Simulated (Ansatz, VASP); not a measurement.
**TaC in VASP and in Ansatz**

File INCAR:

```
SYSTEM = TaC
  ALGO = Normal
  EDIFF = 1E-6
  ENCUT = 600
  GGA = PE
  GGA_COMPAT = .False.
  ISIF = 2
  ISMEAR = -1
  LASPH = .True.
  LCHARG = .True.
  LELF = .True.
  LREAL = .False.
  LVHAR = .True.
  LWAVE = .False.
  NBANDS = 14
  NELM = 120
  PREC = Accurate
  SIGMA = 0.1
```

The input KPOINTS:

```
k-points
0
Gamma
  12 12 12
  0 0 0
```

The input POSCAR:

```
TaC
1.0
    0.0000000000      2.2270000000      2.2270000000
    2.2270000000      0.0000000000      2.2270000000
    2.2270000000      2.2270000000      0.0000000000
Ta C
1 1
Direct
    0.0000000000      0.0000000000      0.0000000000
    0.5000000000      0.5000000000      0.5000000000
```

Input for Ansatz:

```yaml
crystal:
  lattice:
    - [0.0, 2.227, 2.227]
    - [2.227, 0.0, 2.227]
    - [2.227, 2.227, 0.0]
  atoms:
    - { symbol: Ta, position: [0.0, 0.0, 0.0] }
    - { symbol: C, position: [0.5, 0.5, 0.5] }
hamiltonian:
  xc: pbe
  pseudopotentials: { kind: paw }
basis:
  ecutwfc: 420
kpoints:
  mp_grid: { grid: [12, 12, 12] }
scf:
  occupations: { method: fermi_dirac, width: 0.1 }
  lower_state_search: "off"
output:
  forces: true
  stress: true
  write_density: true
  write_potential: true
  elf: true
  volumetric_format: npy
```

Alike in both runs: task single point; functional PBE; k mesh 12 × 12 × 12; occupations fermi-dirac, width 0.1 eV; no spin polarisation.

|  | VASP | Ansatz |
| --- | --- | --- |
| version | VASP 6.6.1 | Ansatz 0.2.0 |
| potentials or method | VASP PAW PBE potentials, release 64 (Ta_pv, C), cutoff 600 eV | PAW, plane waves, scalar-relativistic |
| valence electrons in the cell | 15 | 17 |

Ansatz gave:

```
pressure (GPa) : 5.0
```

Q: Estimate VASP's values.

A: Pressure (GPa): 5.6.

With one functional, cell and mesh, what is left measures potentials, basis and numerics. VASP's potentials hold 15 valence electrons a cell and Ansatz's 17, so a difference there can come from the potentials and not from the codes.

Spin-orbit coupling is off throughout.
